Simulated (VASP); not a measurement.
# GaAs in VASP: a series of runs, part 2 of 2

VASP 6.6.1. Earlier steps stand in the parts before.

## 3. Single point, PBE

This run uses another cell than the first one, of 23.55 Å³/atom.

INCAR

```
SYSTEM = GaAs
  PREC = Accurate
  ENCUT = 520
  EDIFF = 1E-7
  ISMEAR = 0
  SIGMA = 0.1
  LREAL = .FALSE.
  LASPH = .TRUE.
  NELM = 60
  ALGO = Normal
  ISIF = 2
  LWAVE = .FALSE.
  LCHARG = .TRUE.
  GGA = PE
  LELF = .TRUE.
  LVHAR = .TRUE.
  NBANDS = 16
```

KPOINTS

```
regular mesh
0
G
  6 6 6
  0 0 0
```

POSCAR

```
GaAs
1.0
    4.3007085000      0.0000000000      0.0000000000
   -2.1503542500      3.7245228100      0.0000000000
    0.0000000000      0.0000000000      2.9408139400
Ga As
1 1
Direct
    0.0000000000      0.0000000000      0.8769546000
    0.0000000000      0.0000000000      0.3836484700
```

Potentials or basis: VASP PAW PBE potentials, release 64 (Ga_d, As).

The run is started by

```
$ cat potpaw_PBE.64/Ga_d/POTCAR potpaw_PBE.64/As/POTCAR > POTCAR
$ mpirun -np 1 vasp_std > vasp.out
```

OUTCAR:

```text
SYSTEM = GaAs
   PREC = Accurate
   ENCUT = 520
   EDIFF = 1E-7
   ISMEAR = 0
   LREAL = .FALSE.
   LASPH = .TRUE.
   NELM = 60
   ISIF = 2
   GGA = PE

 ion  position               nearest neighbor table
   1  0.000  0.000  0.877-   2 1.45   2 1.49
   2  0.000  0.000  0.384-   1 1.45   1 1.49

 -----------------------------------------------------------------------------
|                                                                             |
|           W    W    AA    RRRRR   N    N  II  N    N   GGGG   !!!           |
|           W    W   A  A   R    R  NN   N  II  NN   N  G    G  !!!           |
[... 665 lines left out ...]
  --------------------------------------------------------------------------------------
  -------------------------------------------------------------------------------------
  Total        0.1600685      0.1600685    187.6818395      0.0000000      0.0000000      0.0000000
  in kB        5.4442519      5.4442519   6383.4379306      0.0000000      0.0000000      0.0000000
  external PRESSURE =    2131.4421448 kB  Pullay stress =       0.0000000 kB

 VOLUME and BASIS-vectors are now :
 -----------------------------------------------------------------------------
  energy-cutoff  :      520.00
  volume of cell :       47.11
      direct lattice vectors                 reciprocal lattice vectors
     4.300708500  0.000000000  0.000000000     0.232519828  0.134245385  0.000000000
    -2.150354250  3.724522810  0.000000000     0.000000000  0.268490771  0.000000000
     0.000000000  0.000000000  2.940813940     0.000000000  0.000000000  0.340041914

 POSITION                                       TOTAL-FORCE (eV/Angst)
 -----------------------------------------------------------------------------------
      0.00000      0.00000      2.57896         0.000000     -0.000000      7.621682
      0.00000      0.00000      1.12824        -0.000000      0.000000     -7.621682
 -----------------------------------------------------------------------------------
    total drift:                                0.000000      0.000000      0.001807

  FREE ENERGIE OF THE ION-ELECTRON SYSTEM (eV)
  ---------------------------------------------------
  free  energy   TOTEN  =        22.7867066510 eV

  energy  without entropy=       22.7912106621  energy(sigma->0) =       22.78895866
```

OSZICAR:

```text
N       E                     dE             d eps       ncg     rms          rms(c)
DAV:   1     0.134058456513E+03    0.13406E+03   -0.84654E+03   896   0.168E+03
DAV:   2     0.298306228373E+02   -0.10423E+03   -0.10002E+03  1072   0.350E+02
DAV:   3     0.213037530489E+02   -0.85269E+01   -0.85097E+01  1096   0.795E+01
DAV:   4     0.211228129448E+02   -0.18094E+00   -0.18091E+00  1112   0.123E+01
DAV:   5     0.211183991091E+02   -0.44138E-02   -0.44138E-02  1104   0.168E+00    0.696E+00
DAV:   6     0.223980988110E+02    0.12797E+01   -0.10646E+00   968   0.755E+00    0.429E+00
DAV:   7     0.227766470813E+02    0.37855E+00   -0.84154E-01  1072   0.591E+00    0.159E+00
DAV:   8     0.227791809658E+02    0.25339E-02   -0.74128E-02  1032   0.213E+00    0.579E-01
DAV:   9     0.227867602006E+02    0.75792E-02   -0.11877E-02  1056   0.920E-01    0.131E-01
DAV:  10     0.227868222080E+02    0.62007E-04   -0.20891E-03  1112   0.263E-01    0.117E-01
DAV:  11     0.227867040285E+02   -0.11818E-03   -0.12960E-04   944   0.842E-02    0.223E-02
DAV:  12     0.227867042773E+02    0.24877E-06   -0.11247E-05  1104   0.255E-02    0.606E-03
DAV:  13     0.227867069730E+02    0.26958E-05   -0.54803E-06  1072   0.183E-02    0.221E-03
DAV:  14     0.227867067722E+02   -0.20084E-06   -0.38111E-07  1184   0.484E-03    0.129E-03
DAV:  15     0.227867066637E+02   -0.10845E-06   -0.53380E-08   752   0.157E-03    0.447E-04
DAV:  16     0.227867066510E+02   -0.12722E-07   -0.46262E-09   528   0.638E-04
   1 F= 0.22786707E+02 E0= 0.22788959E+02  d E =-.450401E-02
```

Run time: 28 s. Hardware: 1 thread of Intel Xeon 8259CL, shared host; peak memory 0.17 GiB.

What came out:

```yaml
Free_energy: 22.7867 eV
Pressure: 213.1 GPa
Largest_force: 7.622 eV/Å
Band_gap_on_the_k_mesh: zero (bands 9 and 10 overlap by 0.37 eV)
```

Forces on the atoms (eV/Å):
```
Ga   0.000  0.000  7.622
As   0.000  0.000 -7.622
```

Levels at points of the mesh, in eV from the Fermi level:
```tsv
k point	band 7	band 8	band 9	band 10	band 11	band 12
(0.00, 0.00, 0.00)	-4.65	-4.65	-1.28	2.97	5.98	5.98
(0.50, 0.00, 0.00)	-6.18	-5.00	-1.17	3.35	7.36	8.43
(0.00, 0.00, 0.50)	-8.81	0.18	0.18	1.99	1.99	6.33
(0.50, 0.00, 0.50)	-8.45	-1.44	-0.21	-0.19	1.48	7.02
```

Caveat: atoms lie so close that the PAW spheres overlap strongly, which falsifies energies and pressures; the stress differs along the axes, from 1 to 638 GPa; semilocal functionals underestimate gaps, and a narrow one can read as zero; forces of over 1 eV/Å act on the atoms, so gaps and moduli don't describe the material at rest.

## 4. Relaxation of cell and atoms, PBE

This run uses another cell than the first one, of 23.55 Å³/atom.

INCAR

```
PREC = Accurate
ENCUT = 600
EDIFF = 1E-6
ISMEAR = 0
SIGMA = 0.1
LREAL = F
LASPH = T
NELM = 80
ALGO = Normal
ISIF = 3
LWAVE = F
LCHARG = F
GGA = PE
IBRION = 2
NSW = 90
EDIFFG = -0.04
```

KPOINTS

```
Automatic mesh
0
Gamma
  6 6 6
```

POSCAR is that of step 3.

The run is started by

```
$ cat potpaw_PBE.64/Ga_d/POTCAR potpaw_PBE.64/As/POTCAR > POTCAR
$ mpirun -np 1 vasp_std > vasp.out
```

Wall time 12 min (1 thread of Intel Xeon 8259CL, shared host); peak memory 0.21 GiB.

It converged, with:

| Property | Result |
| --- | --- |
| Free energy | -7.1272 eV |
| Relaxed volume | 19.18 Å³/atom |
| Relaxed cell | a = 2.937 Å, b = 2.937 Å, c = 5.137 Å, α = 90.00°, β = 90.00°, γ = 120.00° |
| Space group after relaxing (to 0.1 Å) | P6/mmm (No. 191) |
| Pressure after relaxing | 0.0 GPa |
| Largest force after relaxing | 0.013 eV/Å |
| Band gap on the k mesh | zero (bands 9 and 10 overlap by 6.65 eV) |

Forces on the atoms (eV/Å):
```
Ga   0.000  0.000 -0.013
As   0.000  0.000  0.013
```

Stress tensor (GPa, compression positive):
```
-0.13  0.00  0.00
 0.00 -0.13  0.00
 0.00  0.00  0.19
```

Final structure:
```
Ga As
1.0
     2.93657    0.00000    0.00000
    -1.46828    2.54314    0.00000
     0.00000    0.00000    5.13665
Ga As
1 1
Cartesian
  0.0000 0.0000 4.5226
  0.0000 0.0000 1.9527
```

Levels at points of the mesh, in eV from the Fermi level:
| k point | band 5 | band 6 | band 7 | band 8 | band 9 | band 10 | band 11 | band 12 | band 13 |
| --- | --- | --- | --- | --- | --- | --- | --- | --- | --- |
| (0.00, 0.00, 0.00) | -14.50 | -13.45 | -7.17 | -5.49 | 5.78 | 5.78 | 8.83 | 11.12 | 12.78 |
| (0.50, 0.00, 0.00) | -14.44 | -9.56 | -5.55 | -2.12 | -1.89 | -0.82 | 2.62 | 4.13 | 7.54 |
| (0.00, 0.00, 0.50) | -14.51 | -13.24 | -9.55 | 0.23 | 1.41 | 5.99 | 5.99 | 11.52 | 11.52 |
| (0.50, 0.00, 0.50) | -14.44 | -9.45 | -5.02 | -4.78 | -2.43 | 2.91 | 4.03 | 5.58 | 7.24 |

Caveat: the volume moved by over 15 % at a fixed basis, so the end points are rough.

## 5. Summary

| task | cell | cutoff (eV) | gap on the mesh (eV) | pressure (GPa) | largest force (eV/Å) |
| --- | --- | --- | --- | --- | --- |
| single point | a = 2.933, b = 2.933, c = 5.250 Å, angles 90.0, 90.0, 120.0°, 2 atoms, atomic positions A | 520 | none | 0.2 | - |
| single point | a = 4.301, b = 4.301, c = 2.941 Å, angles 90.0, 90.0, 120.0°, 2 atoms, atomic positions B | 520 | none | 213.1 | 7.62 |
| relaxation of cell and atoms | relaxed from a = 4.301, b = 4.301, c = 2.941 Å, angles 90.0, 90.0, 120.0°, 2 atoms, atomic positions B | 600 | none | 0.0 | 0.01 |

Alike in all rows: level PBE; potentials or basis VASP PAW PBE potentials, release 64 (Ga_d, As); no spin polarisation; k mesh 6 × 6 × 6; smearing gaussian 0.1 eV.

Caveats: some runs use coarse meshes; atoms lie so close that the PAW spheres overlap strongly, which falsifies energies and pressures (at least some runs); the stress differs along the axes, from 1 to 638 GPa (at least some runs); semilocal functionals underestimate gaps, and a narrow one can read as zero (at least some runs); forces of over 1 eV/Å act on the atoms, so gaps and moduli don't describe the material at rest (at least some runs); the volume moved by over 15 % at a fixed basis, so the end points are rough (at least some runs).

Total energies depend on the potentials used, so only differences within one code and one set of settings carry meaning.
